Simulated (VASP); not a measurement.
A run of VASP 6.6.1 is set up as follows.

The input INCAR:

```
SYSTEM = CoO
  ALGO = Normal
  EDIFF = 1E-6
  ENCUT = 520
  GGA = PE
  ISIF = 2
  ISMEAR = 0
  LASPH = .TRUE.
  LCHARG = .FALSE.
  LREAL = .FALSE.
  LWAVE = .FALSE.
  NBANDS = 23
  NELM = 100
  PREC = Accurate
  SIGMA = 0.01
```

Contents of KPOINTS:

```
k-points
0
G
  12 12 12
  0 0 0
```

Contents of POSCAR:

```
CoO
1.0
    1.6022198417      0.9250420569      5.1329417806
   -1.6022198417      0.9250420569      5.1329417806
    0.0000000000     -1.8500841138      5.1329417806
Co O
2 2
Direct
    0.9994877300      0.9994877300      0.9994877300
    0.4994905900      0.4994905900      0.4994905900
    0.3754955300      0.3754955300      0.3754955300
    0.8755255000      0.8755255000      0.8755255000
```

Potentials or basis: VASP PAW PBE potentials, release 64 (Co, O).

Command:

```console
$ cat potpaw_PBE.64/Co/POTCAR potpaw_PBE.64/O/POTCAR > POTCAR
$ mpirun -np 1 vasp_std > vasp.out
```

Predict the pressure.

-14.1 GPa.

Predict the largest force.

0.199 eV/Å.

Forces on the atoms (eV/Å):
```
Co   0.000  0.000  0.199
Co   0.000  0.000  0.196
O    0.000  0.000 -0.195
O    0.000  0.000 -0.199
```

Caveat: the cell stands under tension; the run has no spin polarisation, though such a crystal can be magnetic; semilocal functionals often make such compounds metallic where correlation or magnetic order opens a gap, which also shifts bond lengths. Spin polarisation is off, so any magnetic state and its effect on volume and gap are missing.
